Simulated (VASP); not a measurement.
# WSe2 in VASP: further runs

Runs on WSe2. Level: PBEsol. Tasks: single point, relaxation of cell and atoms.

All numbers are computed with VASP 6.6.1; they aren't measurements. Logs are shortened: lines on timing, memory, paths and dates and some standing lists are left out, and cuts for length are marked.

### 1 The cell of the first run

The cell holds a slab with vacuum, 3 atoms: a = 3.335 Å, b = 3.335 Å, c = 16.745 Å, α = 90.00°, β = 90.00°, γ = 120.00°.

### 2 Single point, PBEsol

INCAR

```
SYSTEM = WSe2
PREC = Accurate ; ENCUT = 520
EDIFF = 1E-7 ; ISMEAR = 0
SIGMA = 0.1 ; LREAL = .False.
LASPH = .True. ; NELM = 100
ALGO = Normal ; ISIF = 2
LWAVE = .False. ; LCHARG = .True.
GGA = PS ; LELF = .True.
LVHAR = .True. ; NBANDS = 20
```

KPOINTS

```
regular mesh
0
Gamma
  6 6 1
  0 0 0
```

POSCAR

```
WSe2
1.0
    3.3353451727      0.0000000000      0.0000000000
   -1.6676725864      2.8884936500      0.0000000000
    0.0000000000      0.0000000000     16.7446050480
Se W
2 1
Direct
    0.3333333333      0.6666666667      0.8971077561
    0.3333333333      0.6666666667      0.1028922439
    0.0000000000      0.0000000000      0.0000000000
```

Potentials or basis: VASP PAW PBE potentials, release 64 (Se, W_sv).

Launch:

```
$ cat potpaw_PBE.64/Se/POTCAR potpaw_PBE.64/W_sv/POTCAR > POTCAR
$ mpirun -np 1 vasp_std > vasp.out
```

OUTCAR:

```text
SYSTEM = WSe2
   PREC = Accurate
   ENCUT = 520
   EDIFF = 1E-7
   ISMEAR = 0
   LREAL = .False.
   LASPH = .True.
   NELM = 100
   ISIF = 2
   GGA = PS

 ion  position               nearest neighbor table
   1  0.333  0.667  0.897-   3 2.58   3 2.58   3 2.58
   2  0.333  0.667  0.103-   3 2.58   3 2.58   3 2.58
   3  0.000  0.000  0.000-   1 2.58   2 2.58   1 2.58   2 2.58   1 2.58   2 2.58

  LATTYP: Found a hexagonal cell.
 ALAT       =     3.3353451727
 C/A-ratio  =     5.0203514722

  Lattice vectors:

 A1 = (   3.3353451727,   0.0000000000,   0.0000000000)
 A2 = (  -1.6676725864,   2.8884936500,   0.0000000000)
 A3 = (   0.0000000000,   0.0000000000,  16.7446050480)

Analysis of symmetry for initial positions (statically):
=====================================================================
 Subroutine PRICEL returns:
 Original cell was already a primitive cell.

 Routine SETGRP: Setting up the symmetry group for a
 hexagonal supercell.

 Subroutine GETGRP returns: Found 12 space group operations
 (whereof 12 operations were pure point group operations)
 out of a pool of 24 trial point group operations.

The static configuration has the point symmetry D_3h.

Analysis of symmetry for dynamics (positions and initial velocities):
=====================================================================
 Subroutine PRICEL returns:
 Original cell was already a primitive cell.

 Routine SETGRP: Setting up the symmetry group for a
 hexagonal supercell.

 Subroutine GETGRP returns: Found 12 space group operations
 (whereof 12 operations were pure point group operations)
 out of a pool of 24 trial point group operations.

The dynamic configuration has the point symmetry D_3h.

 Subroutine INISYM returns: Found 12 space group operations
 (whereof 12 operations are pure point group operations),
 and found     1 'primitive' translations

----------------------------------------------------------------------------------------

                                     Primitive cell

  volume of cell :     161.3196

  direct lattice vectors                    reciprocal lattice vectors
     3.335345173  0.000000000  0.000000000     0.299819044  0.173100606  0.000000000
    -1.667672586  2.888493650  0.000000000     0.000000000  0.346201211  0.000000000
     0.000000000  0.000000000 16.744605048     0.000000000  0.000000000  0.059720728

  length of vectors
     3.335345173  3.335345173 16.744605048     0.346201211  0.346201211  0.059720728

  position of ions in fractional coordinates (direct lattice)
     0.333333333  0.666666667  0.897107756
     0.333333333  0.666666667  0.102892244
     0.000000000  0.000000000  0.000000000

  ion indices of the primitive-cell ions
   primitive index   ion index
                 1           1
                 2           2
                 3           3

----------------------------------------------------------------------------------------

 KPOINTS: regular mesh

Automatic generation of k-mesh.
 Grid dimensions read from file:
 generate k-points for:    6    6    1

 Generating k-lattice:

  Cartesian coordinates                     Fractional coordinates (reciprocal lattice)
     0.049969841  0.028850101  0.000000000     0.166666667  0.000000000  0.000000000
     0.000000000  0.057700202  0.000000000     0.000000000  0.166666667  0.000000000
     0.000000000  0.000000000  0.059720728     0.000000000  0.000000000  1.000000000

  Length of vectors
     0.057700202  0.057700202  0.059720728

  Shift w.r.t. Gamma in fractional coordinates (k-lattice)
     0.000000000  0.000000000  0.000000000

 Subroutine IBZKPT returns following result:
 ===========================================

 Found      7 irreducible k-points:

 Following reciprocal coordinates:
            Coordinates               Weight
  0.000000  0.000000  0.000000      1.000000
  0.166667 -0.000000  0.000000      6.000000
  0.333333  0.000000  0.000000      6.000000
  0.500000 -0.000000  0.000000      3.000000
  0.166667  0.166667  0.000000      6.000000
  0.333333  0.166667  0.000000     12.000000
  0.333333  0.333333  0.000000      2.000000
   k-points           NKPTS =      7   k-points in BZ     NKDIM =      7   number of bands    NBANDS=     20
   number of dos      NEDOS =    301   number of ions     NIONS =      3
   total plane-waves  NPLWV =  98784
   dimension x,y,z NGX =    28 NGY =   28 NGZ =  126
   dimension x,y,z NGXF=    56 NGYF=   56 NGZF=  252
   ions per type =               2   1
   NGX,Y,Z   is equivalent  to a cutoff of  13.96, 13.96, 12.51 a.u.
   NGXF,Y,Z  is equivalent  to a cutoff of  27.91, 27.91, 25.02 a.u.
 SYSTEM =  WSe2
   PREC   = accura    normal or accurate (medium, high low for compatibility)
   ISTART =      0    job   : 0-new  1-cont  2-samecut
   ICHARG =      2    charge: 1-file 2-atom 10-const
   ISPIN  =      1    spin polarized calculation?
   LNONCOLLINEAR =      F non collinear calculations
   LSORBIT =      F    spin-orbit coupling
   LASPH  =      T    aspherical Exc in radial PAW
   ENCUT  =  520.0 eV  38.22 Ry    6.18 a.u.   6.20  6.20 31.13*2*pi/ulx,y,z
   NELM   =    100;   NELMIN=  2; NELMDL= -5     # of ELM steps
   EDIFF  = 0.1E-06   stopping-criterion for ELM
   LREAL  =      F    real-space projection
   EDIFFG = 0.1E-05   stopping-criterion for IOM
   NSW    =      0    number of steps for IOM
   IBRION =     -1    ionic relax: 0-MD 1-quasi-New 2-CG
   NFREE  =      0    steps in history (QN), initial steepest desc. (CG)
   ISIF   =      2    stress and relaxation
   ISYM   =      2    0-nonsym 1-usesym 2-fastsym
   POTIM  = 0.5000    time-step for ionic-motion
   TEBEG  =    0.0;   TEEND  =   0.0 temperature during run
   PSTRESS=    0.0 pullay stress
   NELECT =      26.0000    total number of electrons
   NUPDOWN=      -1.0000    fix difference up-down
   EMIN   =  10.00;   EMAX   =-10.00  energy-range for DOS
   EFERMI =   0.00;   METHOD = LEGACY
   ISMEAR =     0;   SIGMA  =   0.10  broadening in eV -4-tet -1-fermi 0-gaus
   EFERMI_NEDOS =   21; number of points for ismear=-14 and -15
   IALGO  =     38    algorithm
   IMIX   =      4    mixing-type and parameters
     AMIX     =   0.40;   BMIX     =  1.00
     AMIX_MAG =   1.60;   BMIX_MAG =  1.00
  volume/ion in A,a.u.               =      53.77       362.88
  Fermi-wavevector in a.u.,A,eV,Ry     =   0.890916  1.683588 10.799378  0.793732
  Thomas-Fermi vector in A             =   2.012669
   LORBIT       =      0    0 simple, 1 ext, 2 COOP (PROOUT), +10 PAW based schemes
   GGA     = PS    functional components
   LHFCALC =     F    Hartree Fock is set to
   AEXX    =    0.0000 exact exchange contribution
   IVDW    =     0    specifies the selected vdW correction
   LEPSILON=     F    determine dielectric tensor
   LRPA    =     F    only Hartree local field effects (RPA)
 non-spin polarized calculation
 Gauss-broadening in eV      SIGMA  =   0.10
  energy-cutoff  :      520.00
  volume of cell :      161.32
 maximum number of plane-waves:      4383
 NGX is ok and might be reduce to    28
   NGX = 13   NGY = 13   NGZ = 63

 number of electron      25.9999996 magnetization

 Free energy of the ion-electron system (eV)
  ---------------------------------------------------
  ext. energy  EPLUGINS =         0.00000000
  ---------------------------------------------------
  free energy    TOTEN  =       -23.11797614 eV

  energy without entropy =      -23.11797614  energy(sigma->0) =      -23.11797614

 E-fermi :  -0.3876     XC(G=0):  -4.7824

 val. band max:       -0.9633048397   @ k =   0.3333   0.3333   0.0000
 cond. band min:       0.5665768577   @ k =   0.1667   0.1667   0.0000
 fundamental gap:      1.5298816974
 Fermi energy:        -0.3875651071

 k-point     1 :       0.0000    0.0000    0.0000
  band No.  band energies     occupation
      1     -75.0912      2.00000
      2     -39.2890      2.00000
      3     -39.1761      2.00000
      4     -39.1761      2.00000
      5     -15.4801      2.00000
      6     -14.3874      2.00000
[... 12 lines left out ...]
     19       4.0155      0.00000
     20       4.1562      0.00000

 k-point     2 :       0.1667   -0.0000    0.0000
  band No.  band energies     occupation
      1     -75.0892      2.00000
      2     -39.2801      2.00000
      3     -39.2249      2.00000
      4     -39.1877      2.00000
      5     -15.1034      2.00000
      6     -14.1844      2.00000
[... 12 lines left out ...]
     19       4.5362      0.00000
     20       5.0867      0.00000

 k-point     3 :       0.3333    0.0000    0.0000
  band No.  band energies     occupation
      1     -75.0851      2.00000
      2     -39.3212      2.00000
      3     -39.2622      2.00000
      4     -39.2109      2.00000
      5     -14.2015      2.00000
      6     -13.7103      2.00000
[... 12 lines left out ...]
     19       5.4267      0.00000
     20       5.7340      0.00000

 k-point     4 :       0.5000   -0.0000    0.0000
  band No.  band energies     occupation
      1     -75.0831      2.00000
      2     -39.3687      2.00000
      3     -39.2532      2.00000
      4     -39.2224      2.00000
      5     -13.6220      2.00000
      6     -13.4243      2.00000
[... 12 lines left out ...]
     19       5.8144      0.00000
     20       5.9471      0.00000

 k-point     5 :       0.1667    0.1667    0.0000
  band No.  band energies     occupation
      1     -75.0861      2.00000
      2     -39.2883      2.00000
      3     -39.2666      2.00000
      4     -39.2143      2.00000
      5     -14.4556      2.00000
      6     -13.8389      2.00000
[... 12 lines left out ...]
     19       5.4598      0.00000
     20       5.9162      0.00000

 k-point     6 :       0.3333    0.1667    0.0000
  band No.  band energies     occupation
      1     -75.0831      2.00000
      2     -39.3445      2.00000
      3     -39.2532      2.00000
      4     -39.2471      2.00000
      5     -13.6493      2.00000
      6     -13.4221      2.00000
[... 12 lines left out ...]
     19       6.3278      0.00000
     20       6.7623      0.00000

 k-point     7 :       0.3333    0.3333    0.0000
  band No.  band energies     occupation
      1     -75.0820      2.00000
      2     -39.3197      2.00000
      3     -39.3019      2.00000
      4     -39.2487      2.00000
      5     -13.3506      2.00000
      6     -13.2579      2.00000
[... 12 lines left out ...]
     19       5.3196      0.00000
     20       7.5646      0.00000

------------------------ aborting loop because EDIFF is reached ----------------------------------------

  FORCE on cell =-STRESS in cart. coord.  units (eV):
  Direction    XX          YY          ZZ          XY          YZ          ZX
  --------------------------------------------------------------------------------------
  -------------------------------------------------------------------------------------
  Total       -2.9881253     -2.9881253     -3.9503808      0.0000000      0.0000000     -0.0000000
  in kB      -29.6771561    -29.6771561    -39.2339863      0.0000000      0.0000000     -0.0000000
  external PRESSURE =     -32.8627661 kB  Pullay stress =       0.0000000 kB

 VOLUME and BASIS-vectors are now :
 -----------------------------------------------------------------------------
  energy-cutoff  :      520.00
  volume of cell :      161.32
      direct lattice vectors                 reciprocal lattice vectors
     3.335345173  0.000000000  0.000000000     0.299819044  0.173100606  0.000000000
    -1.667672586  2.888493650  0.000000000     0.000000000  0.346201211  0.000000000
     0.000000000  0.000000000 16.744605048     0.000000000  0.000000000  0.059720728

 POSITION                                       TOTAL-FORCE (eV/Angst)
 -----------------------------------------------------------------------------------
     -0.00000      1.92566     15.02172        -0.000000      0.000000      1.143345
     -0.00000      1.92566      1.72289         0.000000     -0.000000     -1.143345
      0.00000      0.00000      0.00000        -0.000000      0.000000     -0.000000
 -----------------------------------------------------------------------------------
    total drift:                                0.000000     -0.000000     -0.000000

  FREE ENERGIE OF THE ION-ELECTRON SYSTEM (eV)
  ---------------------------------------------------
  free  energy   TOTEN  =       -23.1179761406 eV

  energy  without entropy=      -23.1179761406  energy(sigma->0) =      -23.11797614
```

Wall time 36 s (1 thread of Intel Xeon Platinum 8488C (Sapphire Rapids), shared host); peak memory 0.3 GiB.

What came out:

| Item | Value |
| --- | --- |
| Free energy | -23.1180 eV |
| Largest force | 1.143 eV/Å |
| Band gap on the k mesh | 1.53 eV (least direct gap 1.58 eV) |

Forces in eV/Å, atoms in the order of the input:
```
Se   0.000  0.000  1.143
Se   0.000  0.000 -1.143
W    0.000  0.000  0.000
```

Levels at points of the mesh, in eV from the valence-band top:
```tsv
k point	band 11	band 12	band 13	band 14	band 15	band 16
(0.00, 0.00, 0.00)	-1.11	-1.11	-0.43	2.80	2.80	2.89
(0.50, 0.00, 0.00)	-2.20	-0.99	-0.87	2.31	2.61	3.49
```

Caveat: there is no dipole correction, which matters where the two faces differ; the PAW data sets were made with another functional, which shifts forces and pressure a little; spin-orbit coupling is left out, which moves the levels of the heavy elements.

### 3 Single point, PBEsol

This run uses another cell than the first one.

INCAR

```
SYSTEM = WSe2
PREC = Accurate ; ENCUT = 520
EDIFF = 1E-6 ; ISMEAR = 0
SIGMA = 0.02 ; LREAL = .FALSE.
LASPH = .TRUE. ; NELM = 80
ALGO = Normal ; ISIF = 2
LWAVE = .FALSE. ; LCHARG = .FALSE.
GGA = PS ; NBANDS = 20
```

KPOINTS

```
Automatic mesh
0
G
  12 12 2
  0 0 0
```

POSCAR

```
WSe2
1.0
    3.2701432066      0.0000000000      0.0000000000
   -1.6350716033      2.8320270909      0.0000000000
    0.0000000000      0.0000000000     16.6283200079
Se W
2 1
Direct
    0.3333333333      0.6666666667      0.8994040293
    0.3333333333      0.6666666667      0.1005959707
    0.0000000000      0.0000000000      0.0000000000
```

Potentials or basis: VASP PAW PBE potentials, release 64 (Se, W_sv).

Launch:

```
$ cat potpaw_PBE.64/Se/POTCAR potpaw_PBE.64/W_sv/POTCAR > POTCAR
$ mpirun -np 1 vasp_std > vasp.out
```

Wall time 82 s (1 thread of Intel Xeon Platinum 8488C (Sapphire Rapids), shared host); peak memory 0.31 GiB.

Results (log left out):

| Property | Result |
| --- | --- |
| Free energy | -23.2349 eV |
| Largest force | 0.062 eV/Å |
| Band gap on the k mesh | 1.69 eV |

Forces in eV/Å, atoms in the order of the input:
```
Se   0.000  0.000 -0.062
Se   0.000  0.000  0.062
W    0.000  0.000  0.000
```

Levels at points of the mesh, in eV from the valence-band top:
```
           k point  band 9  band 10  band 11  band 12  band 13  band 14  band 15  band 16  band 17  band 18
(0.00, 0.00, 0.00)   -2.34    -2.25    -1.18    -1.18    -0.41     3.06     3.06     3.26     3.26     4.36
(0.50, 0.00, 0.00)   -4.25    -3.00    -2.18    -1.02    -0.85     2.53     2.86     3.76     4.45     4.53
(0.00, 0.00, 0.50)   -2.34    -2.25    -1.18    -1.18    -0.41     3.06     3.06     3.26     3.26     4.45
(0.50, 0.00, 0.50)   -4.25    -3.00    -2.18    -1.02    -0.85     2.53     2.86     3.76     4.45     4.53
```

Caveat: there is no dipole correction, which matters where the two faces differ; the PAW data sets were made with another functional, which shifts forces and pressure a little; spin-orbit coupling is left out, which moves the levels of the heavy elements.

### 4 Relaxation of cell and atoms, PBEsol

This run uses another cell than the first one.

INCAR

```
PREC     = Accurate       # precision mode
ENCUT    = 600            # plane-wave cutoff, eV
EDIFF    = 1E-7           # SCF threshold, eV
ISMEAR   = 0              # smearing method
SIGMA    = 0.02           # smearing width, eV
LREAL    = False          # projectors in reciprocal space
LASPH    = True           # aspherical terms in the spheres
NELM     = 60             # most SCF steps
ALGO     = Normal         # electronic algorithm
ISIF     = 3              # what is computed and relaxed
LWAVE    = False          # write WAVECAR
LCHARG   = False          # write CHGCAR
GGA      = PS             # functional
IBRION   = 2              # ionic algorithm
NSW      = 80             # ionic steps
EDIFFG   = -0.01          # ionic threshold
```

KPOINTS

```
Automatic mesh
0
Gamma
  12 12 2
```

POSCAR

```
WSe2
1.0
    3.2682374830      0.0000000000      0.0000000000
   -1.6341187415      2.8303766859      0.0000000000
    0.0000000000      0.0000000000     16.6287989961
Se W
2 1
Direct
    0.3333333333      0.6666666667      0.8993056598
    0.3333333333      0.6666666667      0.1006943402
    0.0000000000      0.0000000000      0.0000000000
```

Launch:

```
$ cat potpaw_PBE.64/Se/POTCAR potpaw_PBE.64/W_sv/POTCAR > POTCAR
$ mpirun -np 1 vasp_std > vasp.out
```

It took 8.7 min on 1 thread of Intel Xeon Platinum 8488C (Sapphire Rapids), shared host; peak memory 0.42 GiB.

The run converged. Its results:

| Item | Value |
| --- | --- |
| Free energy | -23.2356 eV |
| Relaxed cell | a = 3.273 Å, b = 3.273 Å, c = 16.633 Å, α = 90.00°, β = 90.00°, γ = 120.00° |
| Space group after relaxing (to 0.1 Å) | P-6m2 (No. 187) |
| Energy gained by relaxing | 0.1 meV/atom |
| Ionic steps | 7 |
| Band gap on the k mesh | 1.68 eV |

The path:
```csv
step,energy change (eV),largest force (eV/Å),pressure (GPa),volume (Å³)
1,0.0000,0.0441,0.17,153.82
2,0.0008,0.1255,-0.34,155.06
3,-0.0002,0.0110,0.00,154.22
4,-0.0002,0.0122,0.01,154.23
5,0.0000,0.0691,-0.17,154.64
6,-0.0002,0.0132,0.00,154.23
7,-0.0003,0.0007,-0.01,154.30
```

Final structure:
```
Se W
1.0
     3.27296    0.00000    0.00000
    -1.63648    2.83447    0.00000
     0.00000    0.00000   16.63259
Se W
2 1
Direct
  0.33333 0.66667 0.89929
  0.33333 0.66667 0.10071
  0.00000 0.00000 0.00000
```

Levels at points of the mesh, in eV from the valence-band top:
```csv
k point,band 9,band 10,band 11,band 12,band 13,band 14,band 15,band 16,band 17
"(0.00, 0.00, 0.00)",-2.33,-2.25,-1.17,-1.17,-0.42,3.05,3.05,3.24,3.24
"(0.50, 0.00, 0.00)",-4.24,-2.99,-2.19,-1.02,-0.85,2.52,2.85,3.75,4.44
"(0.00, 0.00, 0.50)",-2.33,-2.25,-1.17,-1.17,-0.42,3.05,3.05,3.24,3.24
"(0.50, 0.00, 0.50)",-4.24,-2.99,-2.19,-1.02,-0.85,2.52,2.85,3.75,4.44
```

Caveat: there is no dipole correction, which matters where the two faces differ; the PAW data sets were made with another functional, which shifts forces and pressure a little; spin-orbit coupling is left out, which moves the levels of the heavy elements.

### 5 Summary

```tsv
task	cell	k mesh	cutoff (eV)	smearing	gap on the mesh (eV)	largest force (eV/Å)
single point	a = 3.335, b = 3.335, c = 16.745 Å, angles 90.0, 90.0, 120.0°, 3 atoms, atomic positions A	6 × 6 × 1	520	gaussian 0.1 eV	1.53	1.14
single point	a = 3.270, b = 3.270, c = 16.628 Å, angles 90.0, 90.0, 120.0°, 3 atoms, atomic positions B	12 × 12 × 2	520	gaussian 0.02 eV	1.69	0.06
relaxation of cell and atoms	relaxed from a = 3.268, b = 3.268, c = 16.629 Å, angles 90.0, 90.0, 120.0°, 3 atoms, atomic positions C	12 × 12 × 2	600	gaussian 0.02 eV	1.68	-
```

Alike in all rows: level PBEsol; potentials or basis VASP PAW PBE potentials, release 64 (Se, W_sv); no spin polarisation.

Caveats: there is no dipole correction, which matters where the two faces differ; the PAW data sets were made with another functional, which shifts forces and pressure a little; spin-orbit coupling is left out, which moves the levels of the heavy elements.

Total energies depend on the potentials used, so only differences within one code and one set of settings carry meaning.
